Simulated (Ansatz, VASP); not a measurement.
# Si2W in VASP and in Ansatz

```xyz
3
Lattice="-1.6145 1.6145 3.9337 1.6145 -1.6145 3.9337 1.6145 1.6145 -3.9337" Properties=species:S:1:pos:R:3 pbc="T T T"
Si    0.0000    0.0000    2.6322
Si    0.0000    0.0000    5.2352
W     0.0000    0.0000    0.0000
```

Alike in both runs: functional PBE; k mesh 18 × 18 × 18; occupations gaussian, width 0.1 eV; no spin polarisation.

Ansatz relaxed the structure, and its values are those at the end. VASP's run is a single point on that final structure, the one shown.

```csv
,VASP,Ansatz
version,VASP 6.6.1,Ansatz 0.2.0
potentials or method,"VASP PAW PBE potentials, release 64 (Si, W_sv), cutoff 520 eV","scalar-relativistic, plane waves, PAW"
valence electrons in the cell,22,22
```

|  | VASP | Ansatz | Ansatz less VASP |
| --- | --- | --- | --- |
| gap on the k mesh at the Fermi level (eV) | none | none | - |
| pressure (GPa) | 0.1 | 0.0 | -0.06 |

A gap of «none» marks a metal or a gap that the smearing closes.

Spin-orbit coupling is off throughout.
